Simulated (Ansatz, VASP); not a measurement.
One calculation of Pd, two programs

File INCAR:

```
  ALGO = Normal
  EDIFF = 1E-7
  ENCUT = 520
  GGA_COMPAT = False
  ISIF = 2
  ISMEAR = -1
  LASPH = True
  LCHARG = False
  LMAXMIX = 4
  LORBIT = 11
  LORBMOM = True
  LREAL = False
  LSORBIT = True
  LWAVE = False
  MAGMOM = 0 0 0
  NBANDS = 21
  NELM = 150
  PREC = Accurate
  SIGMA = 0.05
```

The input KPOINTS:

```
k-points
0
Gamma
  9 9 9
```

Contents of POSCAR:

```
Pd
1.0
    0.0000000000      1.9465000000      1.9465000000
    1.9465000000      0.0000000000      1.9465000000
    1.9465000000      1.9465000000      0.0000000000
Pd
1
Direct
    0.0000000000      0.0000000000      0.0000000000
```

Contents of input.yaml:

```yaml
crystal:
  lattice:
    - [0.0, 1.9465, 1.9465]
    - [1.9465, 0.0, 1.9465]
    - [1.9465, 1.9465, 0.0]
  atoms:
    - { symbol: Pd, position: [0.0, 0.0, 0.0] }
kpoints:
  mp_grid: { grid: [9, 9, 9] }
  band_path:
    path:
      - [0.0, 0.0, 0.0]
      - [0.5, 0.0, 0.5]
      - [0.5, 0.25, 0.75]
      - [0.375, 0.375, 0.75]
      - [0.0, 0.0, 0.0]
      - [0.5, 0.5, 0.5]
      - [0.625, 0.25, 0.625]
      - [0.5, 0.25, 0.75]
    npoints: 12
scf:
  occupations: { method: fermi_dirac, width: 0.05 }
hamiltonian:
  xc: lda
  pseudopotentials: { kind: all_electron, lapw: { basis_error: 0.001 } }
magnetization:
  noncollinear: true
  spin_orbit: true
output:
  forces: true
  stress: true
  eigenvalues: true
```

Alike in both runs: functional LDA; k mesh 9 × 9 × 9; occupations fermi-dirac, width 0.05 eV; non-collinear spin, spin-orbit coupling.

|  | VASP | Ansatz |
| --- | --- | --- |
| version | VASP 6.6.1 | Ansatz 0.2.0 |
| potentials or method | VASP PAW LDA potentials, release 64 (Pd), cutoff 520 eV | all-electron LAPW, relativistic spinors |
| task | single point | band structure |

```csv
,VASP,Ansatz,Ansatz less VASP
pressure (GPa),-8.4,-8.7,-0.26
net moment per atom (μB),0.00,0.00,0.000
```

LDA's correlation is that of Perdew and Zunger in VASP and of Perdew and Wang (1992) in Ansatz. Ansatz ran all-electron here, and VASP with PAW potentials.

Noted on Ansatz's run: the k mesh is thin for a metal, which can move the energy by tens of meV per atom.
